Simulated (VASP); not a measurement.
# Zr12C (a cell with a defect) in VASP: single point with PBE+D3(BJ)

Aim: the single point of Zr12C (a cell with a defect) with PBE+D3(BJ).

Program: VASP 6.6.1. These are calculated values, not measurements. Logs are shortened: lines on timing, memory, paths and dates and some standing lists are left out, and cuts for length are marked.

**1. The cell of the first run**

The cell holds a defect, 13 atoms: a = 6.460 Å, b = 9.690 Å, c = 5.145 Å, α = 90.00°, β = 90.00°, γ = 120.00°.

**2. Single point, PBE+D3(BJ)**

Input file INCAR:

```
PREC = Accurate ; ENCUT = 520
EDIFF = 1E-6 ; ISMEAR = -1
SIGMA = 0.1 ; LREAL = F
LASPH = T ; NELM = 80
ALGO = Normal ; ISIF = 2
LWAVE = F ; LCHARG = T
GGA = PE ; IVDW = 12
LELF = T ; LVHAR = T
NBANDS = 86
```

Input file KPOINTS:

```
Automatic mesh
0
Gamma
  3 2 3
```

Input file POSCAR:

```
Zr12C
1.0
    6.4600000000      0.0000000000      0.0000000000
   -4.8450000000      8.3917860000      0.0000000000
    0.0000000000      0.0000000000      5.1453900000
Zr C
12 1
Direct
   -0.0020132511     -0.0023071198      0.0043885538
    0.1657286607      0.2224900519      0.5006591348
    0.0017529605      0.3338768344      0.0024188649
    0.1668714006      0.5549228164      0.4990747364
    0.0027942436      0.6720295638      0.0034292671
    0.1669807006      0.8901364310      0.4990022494
    0.4969491344     -0.0016372571      0.0013535195
    0.6617367934      0.2167230096      0.4962950816
    0.4978704747      0.3338667552      0.0004288428
    0.6628112901      0.5547405322      0.4972220320
    0.4992645675      0.6663856815     -0.0010320605
    0.6665156222      0.8913086658      0.4956777832
    0.3322896029      0.4443997350      0.7498837952
```

Potentials or basis: VASP PAW PBE potentials, release 64 (Zr_sv, C).

Started as:

```
$ cat potpaw_PBE.64/Zr_sv/POTCAR potpaw_PBE.64/C/POTCAR > POTCAR
$ mpirun -np 1 vasp_std > vasp.out
```

OUTCAR:

```text
PREC = Accurate
   ENCUT = 520
   EDIFF = 1E-6
   ISMEAR = -1
   LREAL = F
   LASPH = T
   NELM = 80
   ISIF = 2
   GGA = PE
   IVDW = 12
 IVDW          = 12

 ion  position               nearest neighbor table
   1  0.998  0.998  0.004-  12 3.14   6 3.15   5 3.17   2 3.17   6 3.19   2 3.21  12 3.21  11 3.22
                             7 3.22   7 3.24   9 3.24   3 3.25
   2  0.166  0.222  0.501-  13 2.26   3 3.16   9 3.17   9 3.17   1 3.17   3 3.18   1 3.21  10 3.22
                            12 3.22   4 3.22   6 3.22   8 3.23   8 3.23
   3  0.002  0.334  0.002-  13 2.26   4 3.16   2 3.16   8 3.17   2 3.18   4 3.19   9 3.20  11 3.22
                             8 3.23   1 3.25   9 3.26   7 3.26   5 3.27
   4  0.167  0.555  0.499-  13 2.26   3 3.16  11 3.17  11 3.17   5 3.18   3 3.19  10 3.20   5 3.22
                             2 3.22  12 3.24   6 3.25  10 3.26   8 3.27
   5  0.003  0.672  0.003-   6 3.14   1 3.17  10 3.17   6 3.18   7 3.18   4 3.18   4 3.22  10 3.23
                            11 3.23  11 3.23   9 3.27   3 3.27
   6  0.167  0.890  0.499-   5 3.14   1 3.15   7 3.16   5 3.18   7 3.18   8 3.18   1 3.19  12 3.22
                             2 3.22  12 3.24   4 3.25  10 3.25
   7  0.497  0.998  0.001-   8 3.14  12 3.14   6 3.16   6 3.18   5 3.18   8 3.18  12 3.19   1 3.22
                            11 3.22   1 3.24   9 3.25   3 3.26
   8  0.662  0.217  0.496-   7 3.14  12 3.17   3 3.17   7 3.18   6 3.18   9 3.18   9 3.22   3 3.23
                             2 3.23   2 3.23   4 3.27  10 3.27
   9  0.498  0.334  0.000-  13 2.26  10 3.16   2 3.17   2 3.17   8 3.18  10 3.18   3 3.20   8 3.22
                            11 3.22   1 3.24   7 3.25   3 3.26   5 3.27
  10  0.663  0.555  0.497-  13 2.26   9 3.16  11 3.16   5 3.17  11 3.18   9 3.18   4 3.20   2 3.22
                             5 3.23  12 3.25   6 3.25   4 3.26   8 3.27
  11  0.499  0.666  0.999-  13 2.26  10 3.16   4 3.17   4 3.17  10 3.18  12 3.18  12 3.20   1 3.22
                             9 3.22   3 3.22   7 3.22   5 3.23   5 3.23
  12  0.667  0.891  0.496-   1 3.14   7 3.14   8 3.17  11 3.18   7 3.19  11 3.20   1 3.21   2 3.22
                             6 3.22   6 3.24   4 3.24  10 3.25
  13  0.332  0.444  0.750-   4 2.26   9 2.26   3 2.26  10 2.26   2 2.26  11 2.26

  LATTYP: Found a simple monoclinic cell.
 ALAT       =     6.4600000000
 B/A-ratio  =     0.7965000000
 C/A-ratio  =     1.3228756308
 COS(beta)  =    -0.1889822400

  Lattice vectors:

 A1 = (   6.4600000000,   0.0000000000,   0.0000000000)
 A2 = (   0.0000000000,   0.0000000000,   5.1453900000)
 A3 = (  -1.6150000000,  -8.3917860000,   0.0000000000)

Analysis of symmetry for initial positions (statically):
=====================================================================
 Subroutine PRICEL returns:
 Original cell was already a primitive cell.

[... 165 lines left out ...]
   IMIX   =      4    mixing-type and parameters
     AMIX     =   0.40;   BMIX     =  1.00
     AMIX_MAG =   1.60;   BMIX_MAG =  1.00
  volume/ion in A,a.u.               =      21.46       144.80
  Fermi-wavevector in a.u.,A,eV,Ry     =   1.325339  2.504528 23.898955  1.756524
  Thomas-Fermi vector in A             =   2.454807
   LORBIT       =      0    0 simple, 1 ext, 2 COOP (PROOUT), +10 PAW based schemes
   GGA     = PE    functional components
   LHFCALC =     F    Hartree Fock is set to
   AEXX    =    0.0000 exact exchange contribution
   IVDW    =    12    specifies the selected vdW correction
   LEPSILON=     F    determine dielectric tensor
   LRPA    =     F    only Hartree local field effects (RPA)
 non-spin polarized calculation
  energy-cutoff  :      520.00
  volume of cell :      278.94
 maximum number of plane-waves:      7545
   NGX = 25   NGY = 37   NGZ = 19

 number of electron     148.0000000 magnetization

 Free energy of the ion-electron system (eV)
  ---------------------------------------------------
  ext. energy  EPLUGINS =         0.00000000
  ---------------------------------------------------
  free energy    TOTEN  =      -113.00602903 eV

  energy without entropy =     -112.56901858  energy(sigma->0) =     -112.78752381

 E-fermi :   9.0990     XC(G=0): -11.2212

 val. band max:        9.0859200209   @ k =   0.0000   0.0000   0.3333
 cond. band min:       9.1097574796   @ k =   0.0000   0.5000   0.0000
 fundamental gap:      0.0238374587
 Fermi energy:         9.0990227965

 k-point     1 :       0.0000    0.0000    0.0000
  band No.  band energies     occupation
      1     -39.6108      2.00000
      2     -39.5036      2.00000
      3     -39.4947      2.00000
      4     -39.4772      2.00000
      5     -39.4763      2.00000
      6     -39.4635      2.00000
[... 879 lines left out ...]
     85      10.1453      0.00006
     86      10.2662      0.00002

------------------------ aborting loop because EDIFF is reached ----------------------------------------

 Edisp (eV)   -6.67348

 E8    (eV) :    -3.3905

  FORCE on cell =-STRESS in cart. coord.  units (eV):
  Direction    XX          YY          ZZ          XY          YZ          ZX
  --------------------------------------------------------------------------------------
  -------------------------------------------------------------------------------------
  Total      -0.87089    -0.47697    -0.12185    -0.01809     0.07429     0.08483
  in kB      -5.00226    -2.73968    -0.69991    -0.10393     0.42670     0.48723
  external pressure =       -2.81 kB  Pullay stress =        0.00 kB

 VOLUME and BASIS-vectors are now :
 -----------------------------------------------------------------------------
  energy-cutoff  :      520.00
  volume of cell :      278.94
      direct lattice vectors                 reciprocal lattice vectors
     6.460000000  0.000000000  0.000000000     0.154798762  0.089373108  0.000000000
    -4.845000000  8.391786000  0.000000000     0.000000000  0.119164145  0.000000000
     0.000000000  0.000000000  5.145390000     0.000000000  0.000000000  0.194348728

 POSITION                                       TOTAL-FORCE (eV/Angst)
 -----------------------------------------------------------------------------------
      1.61317      8.37243      0.02258        -0.002390     -0.017135     -0.003763
     -0.00736      1.86709      2.57609        -0.007985     -0.017491     -0.003581
     -1.60631      2.80182      0.01245        -0.000458      0.004614      0.001598
     -1.61061      4.65679      2.56793        -0.001353      0.000380      0.001834
     -3.23793      5.63953      0.01764        -0.001460     -0.007116     -0.003181
     -3.23402      7.46983      2.56756        -0.001187     -0.002893     -0.008587
     -1.62678      8.37805      0.00696         0.002329      0.011181      0.002788
      3.22480      1.81869      2.55363         0.004976      0.003891      0.005391
      1.59866      2.80174      0.00221        -0.001721      0.002025      0.001736
      1.59404      4.65526      2.55840         0.000223      0.000404     -0.000376
     -0.00339      5.59217      5.14008         0.004036      0.011837      0.004027
     -0.01270      7.47967      2.55046         0.005019      0.008971      0.003970
     -0.00653      3.72931      3.85844        -0.000029      0.001333     -0.001856
 -----------------------------------------------------------------------------------
    total drift:                               -0.000060      0.000055      0.000012

  FREE ENERGIE OF THE ION-ELECTRON SYSTEM (eV)
  ---------------------------------------------------
  free  energy   TOTEN  =      -119.6795083251 eV

  energy  without entropy=     -119.2424978738  energy(sigma->0) =     -119.46100310
```

stdout:

```text
POSCAR found type information on POSCAR ZrC
 POSCAR found :  2 types and      13 ions
 scaLAPACK will be used
 LDA part: xc-table for (Slater+PW92), standard interpolation
 -----------------------------------------------------------------------------
|                                                                             |
|           W    W    AA    RRRRR   N    N  II  N    N   GGGG   !!!           |
|           W    W   A  A   R    R  NN   N  II  NN   N  G    G  !!!           |
|           W    W  A    A  R    R  N N  N  II  N N  N  G       !!!           |
|           W WW W  AAAAAA  RRRRR   N  N N  II  N  N N  G  GGG   !            |
|           WW  WW  A    A  R   R   N   NN  II  N   NN  G    G                |
|           W    W  A    A  R    R  N    N  II  N    N   GGGG   !!!           |
|                                                                             |
|     Your reciprocal lattice and k-lattice belong to different lattice       |
|     classes:                                                                |
|                                                                             |
|        The reciprocal lattice is simple monoclinic,                         |
|        whereas your k-lattice is hexagonal.                                 |
|                                                                             |
|     Results are often still useful ...                                      |
|                                                                             |
 -----------------------------------------------------------------------------

 POSCAR, INCAR and KPOINTS ok, starting setup
 FFT: planning ... GRIDC
 FFT: planning ... GRID_SOFT
 FFT: planning ... GRID
 WAVECAR not read
 entering main loop
```

Run time: 9.4 min. Hardware: 1 thread of Oxide Virtual Turin-like, shared host; peak memory 0.4 GiB.

Results:

| Property | Result |
| --- | --- |
| Free energy | -119.6795 eV |
| Pressure | -0.3 GPa |
| Largest force | 0.020 eV/Å |
| Band gap on the k mesh | zero (bands 74 and 75 overlap by 0.30 eV) |
| Dispersion energy per atom | -0.513 eV |

Forces in eV/Å, atoms in the order of the input:
```
Zr  -0.002 -0.017 -0.004
Zr  -0.008 -0.017 -0.004
Zr   0.000  0.005  0.002
Zr  -0.001  0.000  0.002
Zr  -0.001 -0.007 -0.003
Zr  -0.001 -0.003 -0.009
Zr   0.002  0.011  0.003
Zr   0.005  0.004  0.005
Zr  -0.002  0.002  0.002
Zr   0.000  0.000  0.000
Zr   0.004  0.012  0.004
Zr   0.005  0.009  0.004
C    0.000  0.001 -0.002
```

Stress tensor (GPa, compression positive):
```
-0.50 -0.01  0.05
-0.01 -0.27  0.04
 0.05  0.04 -0.07
```

Caveat: the k points lie up to 0.41 Å⁻¹ apart.

The gap in the log of VASP goes by the Fermi energy; the results here count the filled bands.